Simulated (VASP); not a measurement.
Pt, 1 atom in the cell. Symmetry: Fm-3m, No. 225, cubic system. The conventional cell has a = 3.948 Å, b = 3.948 Å, c = 3.948 Å, α = 90.00°, β = 90.00°, γ = 90.00°. Pt (site symmetry m-3m) has 12 Pt at 2.79 Å within 3.7 Å. 

```yaml
Program: VASP 6.6.1
Task: single point
Functional: r2SCAN
Potentials_or_basis: VASP PAW PBE potentials, release 64 (Pt)
Cutoff: 550 eV
k_mesh: 12 × 12 × 12
Occupations: fermi-dirac, width 0.05 eV
Spin: no spin polarisation
Dipole_correction: no
Further_INCAR_settings: ALGO = Normal; EDIFF = 1e-06; NBANDS = 11
```

Potentials or basis: VASP PAW PBE potentials, release 64 (Pt).

Run with:

```sh
$ cat potpaw_PBE.64/Pt/POTCAR > POTCAR
$ cp INCAR.step1 INCAR
$ mpirun -np 1 vasp_std > vasp.out
$ cp INCAR.step2 INCAR
$ mpirun -np 1 vasp_std > vasp.out
```

Hardware: 1 thread of Intel(R) Xeon(R) Platinum 8259CL CPU @ 2.50GHz (Skylake/Cascade Lake), on a shared host.

**Question.** How long does it take, and how much memory?

**Answer.** Wall time 34 s on 1 thread of Intel(R) Xeon(R) Platinum 8259CL CPU @ 2.50GHz (Skylake/Cascade Lake), with other jobs on the host, peak memory 0.15 GiB. Counts: k points 72.
